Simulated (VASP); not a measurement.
# BaS (P6_3/mmc) in VASP: notebook

Runs on BaS. Level: PBE. Tasks: single point.

All numbers are computed with VASP 6.6.1; they aren't measurements. Logs are shortened: lines on timing, memory, paths and dates and some standing lists are left out, and cuts for length are marked.

### 1 The cell of the first run

Symmetry: P6_3/mmc, No. 194, hexagonal system. Conventional cell: a = 4.356 Å, b = 4.356 Å, c = 7.645 Å, α = 90.00°, β = 90.00°, γ = 120.00°. Ba (site symmetry -3m) has 6 S at 3.16 Å and 2 Ba at 3.82 Å within 4.2 Å. S (site symmetry -6m2) has 6 Ba at 3.16 Å within 4.2 Å.

### 2 Single point, PBE (volume changed by -6%)

INCAR reads:

```
PREC = Accurate
ENCUT = 520
EDIFF = 1E-7
ISMEAR = 0
SIGMA = 0.01
LREAL = False
LASPH = True
NELM = 60
ALGO = Normal
ISIF = 2
LWAVE = False
LCHARG = False
GGA = PE
NBANDS = 24
```

KPOINTS reads:

```
regular mesh
0
Gamma
  6 6 4
```

POSCAR reads:

```
BaS
1.0
    4.3556003477      0.0000000000      0.0000000000
   -2.1778001739      3.7720605499      0.0000000000
    0.0000000000      0.0000000000      7.6448043041
Ba S
2 2
Direct
    0.0000000000      0.0000000000      0.0000000000
    0.0000000000      0.0000000000      0.5000000000
    0.3333333333      0.6666666667      0.2500000000
    0.6666666667      0.3333333333      0.7500000000
```

Potentials or basis: VASP PAW PBE potentials, release 64 (Ba_sv, S).

On the command line:

```bash
> cat potpaw_PBE.64/Ba_sv/POTCAR potpaw_PBE.64/S/POTCAR > POTCAR
> mpirun -np 1 vasp_std > vasp.out
```

OUTCAR:

```text
PREC = Accurate
   ENCUT = 520
   EDIFF = 1E-7
   ISMEAR = 0
   LREAL = False
   LASPH = True
   NELM = 60
   ISIF = 2
   GGA = PE

 ion  position               nearest neighbor table
   1  0.000  0.000  0.000-   3 3.16   4 3.16   4 3.16   3 3.16   4 3.16   3 3.16   2 3.82   2 3.82

   2  0.000  0.000  0.500-   3 3.16   4 3.16   4 3.16   3 3.16   4 3.16   3 3.16   1 3.82   1 3.82

   3  0.333  0.667  0.250-   1 3.16   2 3.16   1 3.16   2 3.16   1 3.16   2 3.16
   4  0.667  0.333  0.750-   1 3.16   2 3.16   1 3.16   2 3.16   1 3.16   2 3.16

  LATTYP: Found a hexagonal cell.
 ALAT       =     4.3556003477
 C/A-ratio  =     1.7551666117

  Lattice vectors:

 A1 = (   4.3556003477,   0.0000000000,   0.0000000000)
 A2 = (  -2.1778001739,   3.7720605499,   0.0000000000)
 A3 = (   0.0000000000,   0.0000000000,   7.6448043041)

Analysis of symmetry for initial positions (statically):
=====================================================================
 Subroutine PRICEL returns:
 Original cell was already a primitive cell.

 Routine SETGRP: Setting up the symmetry group for a
 hexagonal supercell.

 Subroutine GETGRP returns: Found 24 space group operations
 (whereof 12 operations were pure point group operations)
 out of a pool of 24 trial point group operations.

The static configuration has the point symmetry D_3d.
 The point group associated with its full space group is D_6h.

Analysis of symmetry for dynamics (positions and initial velocities):
=====================================================================
 Subroutine PRICEL returns:
 Original cell was already a primitive cell.

 Routine SETGRP: Setting up the symmetry group for a
 hexagonal supercell.

 Subroutine GETGRP returns: Found 24 space group operations
 (whereof 12 operations were pure point group operations)
 out of a pool of 24 trial point group operations.

The dynamic configuration has the point symmetry D_3d.
 The point group associated with its full space group is D_6h.

 Subroutine INISYM returns: Found 24 space group operations
 (whereof 12 operations are pure point group operations),
 and found     1 'primitive' translations

----------------------------------------------------------------------------------------

                                     Primitive cell

  volume of cell :     125.6010

  direct lattice vectors                    reciprocal lattice vectors
     4.355600348  0.000000000  0.000000000     0.229589476  0.132553546  0.000000000
    -2.177800174  3.772060550  0.000000000     0.000000000  0.265107091  0.000000000
     0.000000000  0.000000000  7.644804304     0.000000000  0.000000000  0.130807796

  length of vectors
     4.355600348  4.355600348  7.644804304     0.265107091  0.265107091  0.130807796

  position of ions in fractional coordinates (direct lattice)
     0.000000000  0.000000000  0.000000000
     0.000000000  0.000000000  0.500000000
     0.333333333  0.666666667  0.250000000
     0.666666667  0.333333333  0.750000000

  ion indices of the primitive-cell ions
   primitive index   ion index
                 1           1
                 2           2
                 3           3
                 4           4

----------------------------------------------------------------------------------------

 KPOINTS: regular mesh

Automatic generation of k-mesh.
 Grid dimensions read from file:
 generate k-points for:    6    6    4

 Generating k-lattice:

  Cartesian coordinates                     Fractional coordinates (reciprocal lattice)
     0.038264913  0.022092258  0.000000000     0.166666667 -0.000000000  0.000000000
     0.000000000  0.044184515  0.000000000     0.000000000  0.166666667  0.000000000
     0.000000000  0.000000000  0.032701949     0.000000000  0.000000000  0.250000000

  Length of vectors
     0.044184515  0.044184515  0.032701949

  Shift w.r.t. Gamma in fractional coordinates (k-lattice)
     0.000000000  0.000000000  0.000000000

 Subroutine IBZKPT returns following result:
 ===========================================

 Found     21 irreducible k-points:

 Following reciprocal coordinates:
            Coordinates               Weight
  0.000000  0.000000  0.000000      1.000000
  0.166667  0.000000  0.000000      6.000000
  0.333333  0.000000  0.000000      6.000000
  0.500000  0.000000  0.000000      3.000000
  0.166667  0.166667  0.000000      6.000000
  0.333333  0.166667  0.000000     12.000000
[... 13 lines left out ...]
  0.333333  0.166667  0.500000     12.000000
  0.333333  0.333333  0.500000      2.000000
   k-points           NKPTS =     21   k-points in BZ     NKDIM =     21   number of bands    NBANDS=     24
   number of dos      NEDOS =    301   number of ions     NIONS =      4
   total plane-waves  NPLWV =  61440
   dimension x,y,z NGX =    32 NGY =   32 NGZ =   60
   dimension x,y,z NGXF=    64 NGYF=   64 NGZF=  120
   ions per type =               2   2
   NGX,Y,Z   is equivalent  to a cutoff of  12.21, 12.21, 13.05 a.u.
   NGXF,Y,Z  is equivalent  to a cutoff of  24.43, 24.43, 26.10 a.u.
 SYSTEM =  unknown system
   PREC   = accura    normal or accurate (medium, high low for compatibility)
   ISTART =      0    job   : 0-new  1-cont  2-samecut
   ICHARG =      2    charge: 1-file 2-atom 10-const
   ISPIN  =      1    spin polarized calculation?
   LNONCOLLINEAR =      F non collinear calculations
   LSORBIT =      F    spin-orbit coupling
   LASPH  =      T    aspherical Exc in radial PAW
   ENCUT  =  520.0 eV  38.22 Ry    6.18 a.u.   8.10  8.10 14.21*2*pi/ulx,y,z
   NELM   =     60;   NELMIN=  2; NELMDL= -5     # of ELM steps
   EDIFF  = 0.1E-06   stopping-criterion for ELM
   LREAL  =      F    real-space projection
   EDIFFG = 0.1E-05   stopping-criterion for IOM
   NSW    =      0    number of steps for IOM
   IBRION =     -1    ionic relax: 0-MD 1-quasi-New 2-CG
   NFREE  =      0    steps in history (QN), initial steepest desc. (CG)
   ISIF   =      2    stress and relaxation
   ISYM   =      2    0-nonsym 1-usesym 2-fastsym
   POTIM  = 0.5000    time-step for ionic-motion
   TEBEG  =    0.0;   TEEND  =   0.0 temperature during run
   PSTRESS=    0.0 pullay stress
   NELECT =      32.0000    total number of electrons
   NUPDOWN=      -1.0000    fix difference up-down
   EMIN   =  10.00;   EMAX   =-10.00  energy-range for DOS
   EFERMI =   0.00;   METHOD = LEGACY
   ISMEAR =     0;   SIGMA  =   0.01  broadening in eV -4-tet -1-fermi 0-gaus
   EFERMI_NEDOS =   21; number of points for ismear=-14 and -15
   IALGO  =     38    algorithm
   IMIX   =      4    mixing-type and parameters
     AMIX     =   0.40;   BMIX     =  1.00
     AMIX_MAG =   1.60;   BMIX_MAG =  1.00
  volume/ion in A,a.u.               =      31.40       211.90
  Fermi-wavevector in a.u.,A,eV,Ry     =   1.037832  1.961218 14.654776  1.077096
  Thomas-Fermi vector in A             =   2.172288
   LORBIT       =      0    0 simple, 1 ext, 2 COOP (PROOUT), +10 PAW based schemes
   GGA     = PE    functional components
   LHFCALC =     F    Hartree Fock is set to
   AEXX    =    0.0000 exact exchange contribution
   IVDW    =     0    specifies the selected vdW correction
   LEPSILON=     F    determine dielectric tensor
   LRPA    =     F    only Hartree local field effects (RPA)
 non-spin polarized calculation
 Gauss-broadening in eV      SIGMA  =   0.01
  energy-cutoff  :      520.00
  volume of cell :      125.60
 maximum number of plane-waves:      3400
   NGX = 17   NGY = 17   NGZ = 29

 number of electron      31.9999999 magnetization

 Free energy of the ion-electron system (eV)
  ---------------------------------------------------
  ext. energy  EPLUGINS =         0.00000000
  ---------------------------------------------------
  free energy    TOTEN  =       -19.86934437 eV

  energy without entropy =      -19.86934437  energy(sigma->0) =      -19.86934437

 E-fermi :   1.7961     XC(G=0):  -8.7662

 val. band max:        1.7542343247   @ k =   0.0000   0.0000   0.0000
 cond. band min:       4.0084327945   @ k =   0.5000   0.0000   0.0000
 fundamental gap:      2.2541984698
 Fermi energy:         1.7960642020

 k-point     1 :       0.0000    0.0000    0.0000
  band No.  band energies     occupation
      1     -24.5094      2.00000
      2     -24.4113      2.00000
      3     -11.0065      2.00000
      4      -9.5594      2.00000
      5      -9.5594      2.00000
      6      -9.4216      2.00000
[... 16 lines left out ...]
     23       7.4444      0.00000
     24       8.3338      0.00000

 k-point     2 :       0.1667    0.0000    0.0000
  band No.  band energies     occupation
      1     -24.4975      2.00000
      2     -24.4012      2.00000
      3     -10.8842      2.00000
      4      -9.9969      2.00000
      5      -9.5955      2.00000
      6      -9.5616      2.00000
[... 16 lines left out ...]
     23       8.1385      0.00000
     24       8.6484      0.00000

 k-point     3 :       0.3333    0.0000    0.0000
  band No.  band energies     occupation
      1     -24.4736      2.00000
      2     -24.3810      2.00000
      3     -10.6765      2.00000
      4     -10.3833      2.00000
      5      -9.8231      2.00000
      6      -9.6659      2.00000
[... 16 lines left out ...]
     23       8.4765      0.00000
     24       8.5831      0.00000

 k-point     4 :       0.5000    0.0000    0.0000
  band No.  band energies     occupation
      1     -24.4615      2.00000
      2     -24.3708      2.00000
      3     -10.7708      2.00000
      4     -10.2500      2.00000
      5      -9.9459      2.00000
      6      -9.7003      2.00000
[... 16 lines left out ...]
     23       8.4157      0.00000
     24       9.3530      0.00000

 k-point     5 :       0.1667    0.1667    0.0000
  band No.  band energies     occupation
      1     -24.4796      2.00000
      2     -24.3861      2.00000
      3     -10.6746      2.00000
      4     -10.3497      2.00000
      5      -9.7338      2.00000
      6      -9.7155      2.00000
[... 16 lines left out ...]
     23       7.6844      0.00000
     24       8.3866      0.00000

 k-point     6 :       0.3333    0.1667    0.0000
  band No.  band energies     occupation
      1     -24.4616      2.00000
      2     -24.3708      2.00000
      3     -10.6310      2.00000
      4     -10.3280      2.00000
      5      -9.9281      2.00000
      6      -9.8799      2.00000
[... 16 lines left out ...]
     23       8.4296      0.00000
     24       8.6440      0.00000
[... 298 lines left out ...]
 k-point    18 :       0.5000    0.0000    0.5000
  band No.  band energies     occupation
      1     -24.4166      2.00000
      2     -24.4166      2.00000
      3     -10.4331      2.00000
      4     -10.4331      2.00000
      5      -9.8210      2.00000
      6      -9.8210      2.00000
[... 16 lines left out ...]
     23       8.5219      0.00000
     24       8.5219      0.00000

 k-point    19 :       0.1667    0.1667    0.5000
  band No.  band energies     occupation
      1     -24.4333      2.00000
      2     -24.4333      2.00000
      3     -10.3307      2.00000
      4     -10.3307      2.00000
      5      -9.8136      2.00000
      6      -9.8136      2.00000
[... 16 lines left out ...]
     23       7.9681      0.00000
     24       7.9681      0.00000

 k-point    20 :       0.3333    0.1667    0.5000
  band No.  band energies     occupation
      1     -24.4166      2.00000
      2     -24.4166      2.00000
      3     -10.3679      2.00000
      4     -10.3679      2.00000
      5      -9.8234      2.00000
      6      -9.8234      2.00000
[... 16 lines left out ...]
     23       8.4857      0.00000
     24       8.4857      0.00000

 k-point    21 :       0.3333    0.3333    0.5000
  band No.  band energies     occupation
      1     -24.4110      2.00000
      2     -24.4110      2.00000
      3     -10.3140      2.00000
      4     -10.3140      2.00000
      5      -9.8884      2.00000
      6      -9.8884      2.00000
[... 16 lines left out ...]
     23       8.0990      0.00000
     24       8.0990      0.00000

------------------------ aborting loop because EDIFF is reached ----------------------------------------

  FORCE on cell =-STRESS in cart. coord.  units (eV):
  Direction    XX          YY          ZZ          XY          YZ          ZX
  --------------------------------------------------------------------------------------
  -------------------------------------------------------------------------------------
  Total        2.6721602      2.6721602      3.0976002     -0.0000000      0.0000000      0.0000000
  in kB       34.0863126     34.0863126     39.5132629     -0.0000000      0.0000000      0.0000000
  external PRESSURE =      35.8952960 kB  Pullay stress =       0.0000000 kB

 VOLUME and BASIS-vectors are now :
 -----------------------------------------------------------------------------
  energy-cutoff  :      520.00
  volume of cell :      125.60
      direct lattice vectors                 reciprocal lattice vectors
     4.355600348  0.000000000  0.000000000     0.229589476  0.132553546  0.000000000
    -2.177800174  3.772060550  0.000000000     0.000000000  0.265107091  0.000000000
     0.000000000  0.000000000  7.644804304     0.000000000  0.000000000  0.130807796

 POSITION                                       TOTAL-FORCE (eV/Angst)
 -----------------------------------------------------------------------------------
      0.00000      0.00000      0.00000        -0.000000     -0.000000     -0.000000
      0.00000      0.00000      3.82240        -0.000000     -0.000000     -0.000000
     -0.00000      2.51471      1.91120         0.000000     -0.000000     -0.000000
      2.17780      1.25735      5.73360         0.000000      0.000000      0.000000
 -----------------------------------------------------------------------------------
    total drift:                                0.000000     -0.000000      0.000000

  FREE ENERGIE OF THE ION-ELECTRON SYSTEM (eV)
  ---------------------------------------------------
  free  energy   TOTEN  =       -19.8693443667 eV

  energy  without entropy=      -19.8693443667  energy(sigma->0) =      -19.86934437
```

It took 25 s on 1 thread of Intel Xeon 6975P-C (Granite Rapids), shared host; peak memory 0.26 GiB.

Results:

- Free energy: -19.8693 eV
- Pressure: 3.6 GPa
- Band gap on the k mesh: 2.25 eV, indirect (least direct gap 2.26 eV)

Levels at points of the mesh, in eV from the valence-band top:
```csv
k point,band 14,band 15,band 16,band 17,band 18,band 19
"(0.00, 0.00, 0.00)",-0.15,0.00,0.00,2.26,3.83,4.07
"(0.50, 0.00, 0.00)",-0.57,-0.30,-0.12,2.25,3.98,5.63
"(0.00, 0.00, 0.50)",-0.60,-0.60,-0.60,3.98,3.98,4.77
"(0.50, 0.00, 0.50)",-0.87,-0.69,-0.69,3.34,3.34,5.98
```

Caveat: spin-orbit coupling is left out, which moves the levels of the heavy elements. A k mesh can miss the band edges.

(Continued in part 2 of 2.)
